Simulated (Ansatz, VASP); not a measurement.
**Mo: VASP beside Ansatz**

```
CELL_PARAMETERS angstrom
0.00000 2.01500 1.99485
2.01500 0.00000 1.99485
2.01500 2.01500 0.00000
ATOMIC_POSITIONS crystal
Mo 0.00000 0.00000 0.00000
```

Change from the starting cell: strain -0.0100 x Voigt [0, 0, 1, 0, 0, 0], atoms carried along.

Alike in both runs: task single point; functional PBE; k mesh 20 × 20 × 20; occupations gaussian, width 0.15 eV; no spin polarisation.

|  | VASP | Ansatz |
| --- | --- | --- |
| version | VASP 6.6.1 | Ansatz 0.2.0 |
| potentials or method | VASP PAW PBE potentials, release 64 (Mo_sv), cutoff 520 eV | scalar-relativistic, plane waves, PAW |
| valence electrons in the cell | 14 | 14 |

```csv
,VASP,Ansatz,Ansatz less VASP
gap on the k mesh at the Fermi level (eV),none,none,-
pressure (GPa),-2.0,-2.4,-0.45
"traceless stress, the component that is largest in VASP (GPa)",-1.42,-1.42,-0.002
```

A gap of «none» marks a metal or a gap that the smearing closes.
